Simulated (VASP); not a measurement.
Here is a VASP 6.6.1 calculation.

The input POSCAR:

```
KCl
1.0
    0.0000000000      3.1448471213      3.1448471213
    3.1448471213      0.0000000000      3.1448471213
    3.1448471213      3.1448471213      0.0000000000
K Cl
1 1
Direct
    0.0000000000      0.0000000000      0.0000000000
    0.5000000000      0.5000000000      0.5000000000
```

Contents of INCAR.step1:

```
SYSTEM = KCl
ALGO     = Normal         ! electronic algorithm
EDIFF    = 1E-5           ! SCF threshold, eV
ENCUT    = 520            ! plane-wave cutoff, eV
GGA      = PE             ! functional
ISIF     = 2              ! what is computed and relaxed
ISMEAR   = 0              ! smearing method
LASPH    = .TRUE.         ! aspherical terms in the spheres
LCHARG   = .FALSE.        ! write CHGCAR
LREAL    = .FALSE.        ! projectors in reciprocal space
LWAVE    = .TRUE.         ! write WAVECAR
NBANDS   = 15             ! bands
NELM     = 100            ! most SCF steps
PREC     = Accurate       ! precision mode
SIGMA    = 0.01           ! smearing width, eV
```

The input INCAR.step2:

```
SYSTEM = KCl
ALGO     = Normal         ! electronic algorithm
EDIFF    = 1E-6           ! SCF threshold, eV
ENCUT    = 520            ! plane-wave cutoff, eV
GGA      = PE             ! functional
HFSCREEN = 0.2079         ! screening, 1/A
ISIF     = 2              ! what is computed and relaxed
ISMEAR   = 0              ! smearing method
ISTART   = 1            
LASPH    = .TRUE.         ! aspherical terms in the spheres
LCHARG   = .FALSE.        ! write CHGCAR
LHFCALC  = .TRUE.         ! exact exchange
LREAL    = .FALSE.        ! projectors in reciprocal space
LWAVE    = .FALSE.        ! write WAVECAR
NBANDS   = 15             ! bands
NELM     = 100            ! most SCF steps
PREC     = Accurate       ! precision mode
PRECFOCK = Normal       
SIGMA    = 0.01           ! smearing width, eV
```

File KPOINTS:

```
k-points
0
G
  4 4 4
  0 0 0
```

Potentials or basis: VASP PAW PBE potentials, release 64 (K_sv, Cl).

The run is started by

```sh
$ cat potpaw_PBE.64/K_sv/POTCAR potpaw_PBE.64/Cl/POTCAR > POTCAR
$ cp INCAR.step1 INCAR
$ mpirun -np 1 vasp_std > vasp.out
$ cp INCAR.step2 INCAR
$ mpirun -np 1 vasp_std > vasp.out
```

Problem. Estimate the pressure.

Solution. 0.5 GPa.

Problem. Predict the band gap on the k mesh.

Solution. 6.50 eV, direct.

Caveat: the k points lie up to 0.43 Å⁻¹ apart; the PAW data sets were made with another functional, which shifts forces and pressure a little.
